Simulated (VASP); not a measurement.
Crystal: Cu.

```
Cu
1.0
     0.00000    1.89376    2.07767
     1.71518    0.00000    2.07767
     1.71518    1.89376    0.00000
Cu
1
Direct
  0.00000 0.00000 0.00000
```

The cell was built from a structure type or drawn by symmetry, and may not be a known phase.

- Program: VASP 6.6.1
- Task: relaxation of cell and atoms
- Functional: PBE
- Potentials or basis: VASP PAW PBE potentials, release 64 (Cu)
- Cutoff: 600 eV
- k mesh: 8 × 8 × 8
- Occupations: gaussian, width 0.1 eV
- Spin: no spin polarisation

At the start: pressure -11.1 GPa; volume 13.50 Å³/atom.

**Question.** How do energy, volume and symmetry change on relaxing?

**Answer.** Over 19 steps the energy falls by 76.7 meV/atom and the volume is 12.06 Å³/atom (-10.6 %); space group Fmmm (No. 69, to 0.1 Å) before, Fm-3m (No. 225, to 0.1 Å).

Step by step:
| step | energy change (eV) | largest force (eV/Å) | pressure (GPa) | volume (Å³) |
| --- | --- | --- | --- | --- |
| 1 | 0.0000 | 0.0000 | -11.13 | 13.50 |
| 2 | -0.0577 | 0.0000 | 4.08 | 11.75 |
| 3 | -0.0608 | 0.0000 | 0.66 | 12.03 |
| 4 | -0.0652 | 0.0000 | 0.51 | 12.04 |
| 5 | -0.0690 | 0.0000 | 0.37 | 12.04 |
| 6 | -0.0683 | 0.0000 | 0.49 | 12.04 |
| 7 | -0.0702 | 0.0000 | 0.34 | 12.05 |
| 8 | -0.0702 | 0.0000 | 0.25 | 12.05 |
| 9 | -0.0713 | 0.0000 | -0.28 | 12.10 |
| 10 | -0.0719 | 0.0000 | -0.86 | 12.15 |
| 11 | -0.0721 | 0.0000 | -1.87 | 12.25 |
| 12 | -0.0726 | 0.0000 | -1.71 | 12.23 |
| 13 | -0.0741 | 0.0000 | -0.98 | 12.16 |
| 14 | -0.0764 | 0.0000 | 0.45 | 12.03 |
| 15 | -0.0764 | 0.0000 | 0.85 | 12.00 |
| 16 | -0.0764 | 0.0000 | 0.79 | 12.00 |
| 17 | -0.0766 | 0.0000 | 0.59 | 12.02 |
| 18 | -0.0766 | 0.0000 | 0.53 | 12.03 |
| 19 | -0.0767 | 0.0000 | 0.14 | 12.06 |

Final structure:
```xyz
1
Lattice="0.0000 1.8276 1.8097 1.8236 0.0000 1.8097 1.8236 1.8276 0.0000" Properties=species:S:1:pos:R:3 pbc="T T T"
Cu    0.0000    0.0000    0.0000
```

Caveat: the k points lie up to 0.37 Å⁻¹ apart in the final cell, too coarse for converged energies and pressures of a metal.
